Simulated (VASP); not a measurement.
# MgS in VASP: a series of runs

The runs below take MgS through single point, with PBE, r2SCAN.

Everything below comes from runs of VASP 6.6.1. Logs are shortened: lines on timing, memory, paths and dates and some standing lists are left out, and cuts for length are marked.

## (1) The cell of the first run

It takes space group F-43m (No. 216, cubic). The conventional cell has a = 5.556 Å, b = 5.556 Å, c = 5.556 Å, α = 90.00°, β = 90.00°, γ = 90.00°. Within 3.2 Å of Mg (site symmetry -43m) lie 4 S at 2.41 Å. Within 3.2 Å of S (site symmetry -43m) lie 4 Mg at 2.41 Å.

## (2) Single point, PBE (strain -1.9%)

The input, INCAR:

```
SYSTEM = MgS
PREC = Accurate
ENCUT = 520
EDIFF = 1E-7
ISMEAR = -1
SIGMA = 0.02
LREAL = .False.
LASPH = .True.
NELM = 60
ALGO = Normal
ISIF = 2
LWAVE = .False.
LCHARG = .False.
GGA = PE
NBANDS = 11
```

The input, KPOINTS:

```
regular mesh
0
Gamma
  8 8 8
  0 0 0
```

The input, POSCAR:

```
MgS
1.0
    0.0000000000      2.7779394421      2.7779394421
    2.7779394421      0.0000000000      2.7779394421
    2.7779394421      2.7779394421      0.0000000000
Mg S
1 1
Direct
    0.0000000000      0.0000000000      0.0000000000
    0.2500000000      0.2500000000      0.2500000000
```

Potentials or basis: VASP PAW PBE potentials, release 64 (Mg, S).

Launch:

```bash
cat potpaw_PBE.64/Mg/POTCAR potpaw_PBE.64/S/POTCAR > POTCAR
mpirun -np 1 vasp_std > vasp.out
```

OUTCAR:

```text
SYSTEM = MgS
   PREC = Accurate
   ENCUT = 520
   EDIFF = 1E-7
   ISMEAR = -1
   LREAL = .False.
   LASPH = .True.
   NELM = 60
   ISIF = 2
   GGA = PE

 ion  position               nearest neighbor table
   1  0.000  0.000  0.000-   2 2.41   2 2.41   2 2.41   2 2.41
   2  0.250  0.250  0.250-   1 2.41   1 2.41   1 2.41   1 2.41

  LATTYP: Found a face centered cubic cell.
 ALAT       =     5.5558788842

  Lattice vectors:

 A1 = (   0.0000000000,   2.7779394421,   2.7779394421)
 A2 = (   2.7779394421,   0.0000000000,   2.7779394421)
 A3 = (   2.7779394421,   2.7779394421,   0.0000000000)

Analysis of symmetry for initial positions (statically):
=====================================================================
 Subroutine PRICEL returns:
 Original cell was already a primitive cell.

 Routine SETGRP: Setting up the symmetry group for a
 face centered cubic supercell.

 Subroutine GETGRP returns: Found 24 space group operations
 (whereof 24 operations were pure point group operations)
 out of a pool of 48 trial point group operations.

The static configuration has the point symmetry T_d .

Analysis of symmetry for dynamics (positions and initial velocities):
=====================================================================
 Subroutine PRICEL returns:
 Original cell was already a primitive cell.

 Routine SETGRP: Setting up the symmetry group for a
 face centered cubic supercell.

 Subroutine GETGRP returns: Found 24 space group operations
 (whereof 24 operations were pure point group operations)
 out of a pool of 48 trial point group operations.

The dynamic configuration has the point symmetry T_d .

 Subroutine INISYM returns: Found 24 space group operations
 (whereof 24 operations are pure point group operations),
 and found     1 'primitive' translations

----------------------------------------------------------------------------------------

                                     Primitive cell

  volume of cell :      42.8744

  direct lattice vectors                    reciprocal lattice vectors
     0.000000000  2.777939442  2.777939442    -0.179989525  0.179989525  0.179989525
     2.777939442  0.000000000  2.777939442     0.179989525 -0.179989525  0.179989525
     2.777939442  2.777939442  0.000000000     0.179989525  0.179989525 -0.179989525

  length of vectors
     3.928599634  3.928599634  3.928599634     0.311751002  0.311751002  0.311751002

  position of ions in fractional coordinates (direct lattice)
     0.000000000  0.000000000  0.000000000
     0.250000000  0.250000000  0.250000000

  ion indices of the primitive-cell ions
   primitive index   ion index
                 1           1
                 2           2

----------------------------------------------------------------------------------------

 KPOINTS: regular mesh

Automatic generation of k-mesh.
 Grid dimensions read from file:
 generate k-points for:    8    8    8

 Generating k-lattice:

  Cartesian coordinates                     Fractional coordinates (reciprocal lattice)
    -0.022498691  0.022498691  0.022498691     0.125000000  0.000000000  0.000000000
     0.022498691 -0.022498691  0.022498691     0.000000000  0.125000000  0.000000000
     0.022498691  0.022498691 -0.022498691     0.000000000  0.000000000  0.125000000

  Length of vectors
     0.038968875  0.038968875  0.038968875

  Shift w.r.t. Gamma in fractional coordinates (k-lattice)
     0.000000000  0.000000000  0.000000000

 Subroutine IBZKPT returns following result:
 ===========================================

 Found     29 irreducible k-points:

 Following reciprocal coordinates:
            Coordinates               Weight
  0.000000  0.000000  0.000000      1.000000
  0.125000  0.000000  0.000000      8.000000
  0.250000  0.000000  0.000000      8.000000
  0.375000  0.000000  0.000000      8.000000
  0.500000  0.000000  0.000000      4.000000
  0.125000  0.125000  0.000000      6.000000
[... 16 lines left out ...]
  0.500000  0.250000  0.125000     48.000000
 -0.375000  0.250000  0.125000     24.000000
 [... further k-points ...]
   k-points           NKPTS =     29   k-points in BZ     NKDIM =     29   number of bands    NBANDS=     11
   number of dos      NEDOS =    301   number of ions     NIONS =      2
   total plane-waves  NPLWV =  27000
   dimension x,y,z NGX =    30 NGY =   30 NGZ =   30
   dimension x,y,z NGXF=    60 NGYF=   60 NGZF=   60
   ions per type =               1   1
   NGX,Y,Z   is equivalent  to a cutoff of  12.70, 12.70, 12.70 a.u.
   NGXF,Y,Z  is equivalent  to a cutoff of  25.39, 25.39, 25.39 a.u.
 SYSTEM =  MgS
   PREC   = accura    normal or accurate (medium, high low for compatibility)
   ISTART =      0    job   : 0-new  1-cont  2-samecut
   ICHARG =      2    charge: 1-file 2-atom 10-const
   ISPIN  =      1    spin polarized calculation?
   LNONCOLLINEAR =      F non collinear calculations
   LSORBIT =      F    spin-orbit coupling
   LASPH  =      T    aspherical Exc in radial PAW
   ENCUT  =  520.0 eV  38.22 Ry    6.18 a.u.   7.30  7.30  7.30*2*pi/ulx,y,z
   NELM   =     60;   NELMIN=  2; NELMDL= -5     # of ELM steps
   EDIFF  = 0.1E-06   stopping-criterion for ELM
   LREAL  =      F    real-space projection
   EDIFFG = 0.1E-05   stopping-criterion for IOM
   NSW    =      0    number of steps for IOM
   IBRION =     -1    ionic relax: 0-MD 1-quasi-New 2-CG
   NFREE  =      0    steps in history (QN), initial steepest desc. (CG)
   ISIF   =      2    stress and relaxation
   ISYM   =      2    0-nonsym 1-usesym 2-fastsym
   POTIM  = 0.5000    time-step for ionic-motion
   TEBEG  =    0.0;   TEEND  =   0.0 temperature during run
   PSTRESS=    0.0 pullay stress
   NELECT =       8.0000    total number of electrons
   NUPDOWN=      -1.0000    fix difference up-down
   EMIN   =  10.00;   EMAX   =-10.00  energy-range for DOS
   EFERMI =   0.00;   METHOD = LEGACY
   ISMEAR =    -1;   SIGMA  =   0.02  broadening in eV -4-tet -1-fermi 0-gaus
   EFERMI_NEDOS =   21; number of points for ismear=-14 and -15
   IALGO  =     38    algorithm
   IMIX   =      4    mixing-type and parameters
     AMIX     =   0.40;   BMIX     =  1.00
     AMIX_MAG =   1.60;   BMIX_MAG =  1.00
  volume/ion in A,a.u.               =      21.44       144.67
  Fermi-wavevector in a.u.,A,eV,Ry     =   0.935489  1.767818 11.907000  0.875140
  Thomas-Fermi vector in A             =   2.062402
   LORBIT       =      0    0 simple, 1 ext, 2 COOP (PROOUT), +10 PAW based schemes
   GGA     = PE    functional components
   LHFCALC =     F    Hartree Fock is set to
   AEXX    =    0.0000 exact exchange contribution
   IVDW    =     0    specifies the selected vdW correction
   LEPSILON=     F    determine dielectric tensor
   LRPA    =     F    only Hartree local field effects (RPA)
 non-spin polarized calculation
  energy-cutoff  :      520.00
  volume of cell :       42.87
 maximum number of plane-waves:      1174
 NGX is ok and might be reduce to    30
   NGX = 15   NGY = 15   NGZ = 15

 number of electron       7.9999999 magnetization

 Free energy of the ion-electron system (eV)
  ---------------------------------------------------
  ext. energy  EPLUGINS =         0.00000000
  ---------------------------------------------------
  free energy    TOTEN  =        -8.42760723 eV

  energy without entropy =       -8.42760723  energy(sigma->0) =       -8.42760723

 E-fermi :   1.8586     XC(G=0):  -8.6101

 val. band max:        1.4274957691   @ k =   0.0000   0.0000   0.0000
 cond. band min:       5.1744251948   @ k =   0.0000   0.0000   0.0000
 fundamental gap:      3.7469294258
 Fermi energy:         1.8585624045

 k-point     1 :       0.0000    0.0000    0.0000
  band No.  band energies     occupation
      1     -10.0345      2.00000
      2       1.4275      2.00000
      3       1.4275      2.00000
      4       1.4275      2.00000
      5       5.1744      0.00000
      6       9.5222      0.00000
      7       9.5222      0.00000
      8       9.5222      0.00000
      9      12.3749      0.00000
     10      12.3749      0.00000
     11      15.6216      0.00000

 k-point     2 :       0.1250    0.0000    0.0000
  band No.  band energies     occupation
      1      -9.9372      2.00000
      2       0.7175      2.00000
      3       1.3712      2.00000
      4       1.3712      2.00000
      5       5.8452      0.00000
      6       9.3516      0.00000
      7       9.7092      0.00000
      8       9.7092      0.00000
      9      11.9078      0.00000
     10      11.9078      0.00000
     11      14.8401      0.00000

 k-point     3 :       0.2500    0.0000    0.0000
  band No.  band energies     occupation
      1      -9.6836      2.00000
      2      -0.5226      2.00000
      3       1.2446      2.00000
      4       1.2446      2.00000
      5       6.6742      0.00000
      6       9.4598      0.00000
      7       9.7222      0.00000
      8       9.7222      0.00000
      9      11.9931      0.00000
     10      11.9931      0.00000
     11      13.9686      0.00000

 k-point     4 :       0.3750    0.0000    0.0000
  band No.  band energies     occupation
      1      -9.3968      2.00000
      2      -1.5152      2.00000
      3       1.1289      2.00000
      4       1.1289      2.00000
      5       6.7945      0.00000
      6       9.3261      0.00000
      7       9.3261      0.00000
      8      10.0767      0.00000
      9      13.3606      0.00000
     10      13.3606      0.00000
     11      14.0378      0.00000
[... 239 lines left out ...]
 k-point    22 :       0.3750    0.2500    0.1250
  band No.  band energies     occupation
      1      -9.4864      2.00000
      2      -0.7352      2.00000
      3       0.5261      2.00000
      4       1.0283      2.00000
      5       7.3392      0.00000
      6       8.5863      0.00000
      7       9.1315      0.00000
      8      10.8564      0.00000
      9      11.3392      0.00000
     10      14.0658      0.00000
     11      16.1920      0.00000

 k-point    23 :       0.5000    0.2500    0.1250
  band No.  band energies     occupation
      1      -9.2473      2.00000
      2      -1.2794      2.00000
      3       0.1573      2.00000
      4       0.8399      2.00000
      5       7.5187      0.00000
      6       8.3976      0.00000
      7       9.5474      0.00000
      8      10.6693      0.00000
      9      12.5541      0.00000
     10      15.3283      0.00000
     11      15.7797      0.00000

 k-point    24 :      -0.3750    0.2500    0.1250
  band No.  band energies     occupation
      1      -9.1402      2.00000
      2      -1.5174      2.00000
      3       0.0495      2.00000
      4       0.7384      2.00000
      5       7.5577      0.00000
      6       8.1192      0.00000
      7      10.4309      0.00000
      8      10.4761      0.00000
      9      13.1359      0.00000
     10      14.5759      0.00000
     11      15.9964      0.00000

 [... further k-points ...]
[... 5 lines left out ...]
  --------------------------------------------------------------------------------------
  -------------------------------------------------------------------------------------
  Total        1.2617633      1.2617633      1.2617633     -0.0000000     -0.0000000      0.0000000
  in kB       47.1509191     47.1509191     47.1509191     -0.0000000     -0.0000000      0.0000000
  external PRESSURE =      47.1509191 kB  Pullay stress =       0.0000000 kB

 VOLUME and BASIS-vectors are now :
 -----------------------------------------------------------------------------
  energy-cutoff  :      520.00
  volume of cell :       42.87
      direct lattice vectors                 reciprocal lattice vectors
     0.000000000  2.777939442  2.777939442    -0.179989525  0.179989525  0.179989525
     2.777939442  0.000000000  2.777939442     0.179989525 -0.179989525  0.179989525
     2.777939442  2.777939442  0.000000000     0.179989525  0.179989525 -0.179989525

 POSITION                                       TOTAL-FORCE (eV/Angst)
 -----------------------------------------------------------------------------------
      0.00000      0.00000      0.00000         0.000000      0.000000      0.000000
      1.38897      1.38897      1.38897        -0.000000     -0.000000     -0.000000
 -----------------------------------------------------------------------------------
    total drift:                               -0.000000     -0.000000     -0.000000

  FREE ENERGIE OF THE ION-ELECTRON SYSTEM (eV)
  ---------------------------------------------------
  free  energy   TOTEN  =        -8.4276072305 eV

  energy  without entropy=       -8.4276072305  energy(sigma->0) =       -8.42760723
```

It took 13 s on 1 thread of Intel Xeon Platinum 8375C at 2.90GHz (Ice Lake), shared host; peak memory 0.17 GiB.

What came out:

```yaml
Free_energy: -8.4276 eV
Pressure: 4.7 GPa
Band_gap_on_the_k_mesh: 3.75 eV, direct
```

Caveat: the cell differs from its parent crystal (strain -1.9%).

## (3) Single point, r2SCAN (strain -1.9%)

POSCAR is that of step 2.

The input, INCAR.step1:

```
  PREC = Accurate
  ENCUT = 520
  ISMEAR = 0
  SIGMA = 0.01
  LREAL = F
  LASPH = T
  NELM = 80
  NBANDS = 11
  GGA = PE
  ALGO = Normal
  EDIFF = 1E-4
  LWAVE = T
  LCHARG = F
```

The input, INCAR.step2:

```
  PREC = Accurate
  ENCUT = 520
  EDIFF = 1E-6
  ISMEAR = 0
  SIGMA = 0.01
  LREAL = F
  LASPH = T
  NELM = 80
  ALGO = Normal
  ISIF = 2
  LWAVE = F
  LCHARG = F
  METAGGA = R2SCAN
  LMIXTAU = T
  NBANDS = 11
  ISTART = 1
```

The input, KPOINTS:

```
Automatic mesh
0
Gamma
  8 8 8
```

Potentials or basis: VASP PAW PBE potentials, release 64 (Mg, S).

Launch:

```bash
cat potpaw_PBE.64/Mg/POTCAR potpaw_PBE.64/S/POTCAR > POTCAR
cp INCAR.step1 INCAR
mpirun -np 1 vasp_std > vasp.out
cp INCAR.step2 INCAR
mpirun -np 1 vasp_std > vasp.out
```

Wall time 61 s (1 thread of Intel Xeon Platinum 8375C at 2.90GHz (Ice Lake), shared host); peak memory 0.17 GiB.

It converged, with:

| Property | Result |
| --- | --- |
| Free energy | -15.4263 eV |
| Pressure | 3.5 GPa |
| Band gap on the k mesh | 4.27 eV, indirect (least direct gap 4.44 eV) |

Levels at points of the mesh, in eV from the valence-band top:
| k point | band 2 | band 3 | band 4 | band 5 | band 6 | band 7 |
| --- | --- | --- | --- | --- | --- | --- |
| (0.00, 0.00, 0.00) | 0.00 | 0.00 | 0.00 | 4.44 | 8.74 | 8.74 |
| (0.50, 0.00, 0.00) | -3.35 | -0.35 | -0.35 | 6.00 | 8.29 | 8.29 |
| (0.50, 0.50, 0.00) | -2.99 | -1.12 | -1.12 | 4.27 | 6.33 | 12.74 |

Caveat: the cell differs from its parent crystal (strain -1.9%); the PAW data sets were made with another functional, which shifts forces and pressure a little. A k mesh can miss the band edges.

## (4) Single point, PBE (uniaxial z strain +3.7%)

The input, INCAR:

```
  PREC = Accurate
  ENCUT = 520
  EDIFF = 1E-6
  ISMEAR = -1
  SIGMA = 0.02
  LREAL = F
  LASPH = T
  NELM = 60
  ALGO = Normal
  ISIF = 2
  LWAVE = F
  LCHARG = T
  GGA = PE
  LELF = T
  LVHAR = T
  NBANDS = 11
```

The input, KPOINTS:

```
regular mesh
0
Gamma
  8 8 8
```

The input, POSCAR:

```
MgS
1.0
    0.0000000000      2.8308768389      2.9353361943
    2.8308768389      0.0000000000      2.9353361943
    2.8308768389      2.8308768389      0.0000000000
Mg S
1 1
Direct
    0.0000000000      0.0000000000      0.0000000000
    0.2500000000      0.2500000000      0.2500000000
```

Launch:

```bash
cat potpaw_PBE.64/Mg/POTCAR potpaw_PBE.64/S/POTCAR > POTCAR
mpirun -np 1 vasp_std > vasp.out
```

It took 25 s on 1 thread of Intel Xeon Platinum 8375C at 2.90GHz (Ice Lake), shared host; peak memory 0.18 GiB.

It converged, with:

```yaml
Free_energy: -8.4667 eV
Pressure: -1.1 GPa
Band_gap_on_the_k_mesh: 3.24 eV, direct
```

Stress tensor (GPa, compression positive):
```
-0.80  0.00  0.00
 0.00 -0.80  0.00
 0.00  0.00 -1.73
```

Levels at points of the mesh, in eV from the valence-band top:
```tsv
k point	band 1	band 2	band 3	band 4	band 5	band 6	band 7	band 8	band 9
(0.00, 0.00, 0.00)	-11.19	-0.10	0.00	0.00	3.24	7.81	7.83	7.83	10.40
(0.50, 0.00, 0.00)	-10.56	-3.04	-0.44	-0.26	4.93	7.41	7.72	8.40	12.55
(0.50, 0.50, 0.00)	-10.39	-2.85	-0.91	-0.91	3.94	5.73	10.51	12.06	12.06
(0.50, 0.00, 0.50)	-10.34	-2.69	-1.08	-1.07	3.85	5.47	10.90	11.58	12.23
```

Caveat: the cell differs from its parent crystal (uniaxial z strain +3.7%).

[end of part 1 of 2]
